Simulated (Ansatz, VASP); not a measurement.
**Sc: VASP beside Ansatz**

```xyz
1
Lattice="0.0000 2.3046 2.2024 2.3046 0.0000 2.2024 2.3046 2.3046 0.0000" Properties=species:S:1:pos:R:3 pbc="T T T"
Sc    0.0000    0.0000    0.0000
```

Change from the starting cell: strain +0.015 along x and y, -0.030 along z, atoms carried along.

Alike in both runs: task single point; functional PBEsol; k mesh 18 × 18 × 18; occupations gaussian, width 0.15 eV; no spin polarisation.

```csv
,VASP,Ansatz
version,VASP 6.6.1,Ansatz 0.2.0
potentials or method,"VASP PAW PBE potentials, release 64 (Sc_sv), cutoff 520 eV","scalar-relativistic, plane waves, PAW"
valence electrons in the cell,11,11
```

|  | VASP | Ansatz | Ansatz less VASP |
| --- | --- | --- | --- |
| gap on the k mesh at the Fermi level (eV) | none | none | - |
| pressure (GPa) | 0.5 | 0.5 | 0.00 |
| traceless stress, the component that is largest in VASP (GPa) | 0.81 | 0.81 | -0.003 |

VASP's potentials were made for PBE, not for PBEsol. A gap of «none» marks a metal or a gap that the smearing closes.
